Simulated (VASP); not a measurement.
NiO: single point with PBE

Crystal: NiO.

```xyz
2
Lattice="0.0000 2.0913 2.0913 2.0913 0.0000 2.0913 2.0913 2.0913 0.0000" Properties=species:S:1:pos:R:3 pbc="T T T"
Ni    0.0000    0.0000    0.0000
O     2.2068    2.2068    2.2068
```

This cell differs from its parent crystal: atom 2 (O) moved by [0.11547, 0.11547, 0.11547] A.

- Program: VASP 6.6.1
- Task: single point
- Functional: PBE
- Potentials or basis: VASP PAW PBE potentials, release 64 (Ni, O)
- Cutoff: 520 eV
- k mesh: 17 × 17 × 17
- Occupations: fermi-dirac, width 0.03 eV
- Spin: collinear spin, ferromagnetic start
- Starting moments: [1.5, 0.0] μB

The pressure is 9.6 GPa. The largest force is 0.419 eV/Å, the net moment is 1.95 μB per cell and the site moments are Ni +1.55; O +0.34 μB. The valence electrons inside the program's atomic spheres are Ni 9.02; O 4.99.

Forces on the atoms (eV/Å):
```
Ni   0.242  0.242  0.242
O   -0.242 -0.242 -0.242
```

Stress tensor (GPa, compression positive):
```
9.60 0.13 0.13
0.13 9.60 0.13
0.13 0.13 9.60
```

Levels at points of the mesh, in eV from the Fermi level:
Spin up:
| k point | band 5 | band 6 | band 7 | band 8 | band 9 | band 10 | band 11 | band 12 | band 13 | band 14 |
| --- | --- | --- | --- | --- | --- | --- | --- | --- | --- | --- |
| (0.00, 0.00, 0.00) | -2.95 | -2.95 | -2.11 | -2.11 | -1.93 | 1.33 | 17.36 | 18.66 | 18.66 | 18.76 |
Spin down:
```csv
k point,band 3,band 4,band 5,band 6,band 7,band 8,band 9,band 10,band 11,band 12
"(0.00, 0.00, 0.00)",-3.12,-3.12,-1.79,-1.79,-1.10,-0.17,-0.17,1.76,17.37,18.92
```

Wall time 9.8 min on 1 thread of Oxide Virtual Turin-like Processor (shared host), peak memory 0.33 GiB.

Caveat: the cell differs from its parent crystal (atom 2 (O) moved by [0.11547, 0.11547, 0.11547] A); a cell with one magnetic atom can't hold antiferromagnetic order, which such compounds often take; semilocal functionals often make such compounds metallic where correlation or magnetic order opens a gap, which also shifts bond lengths.
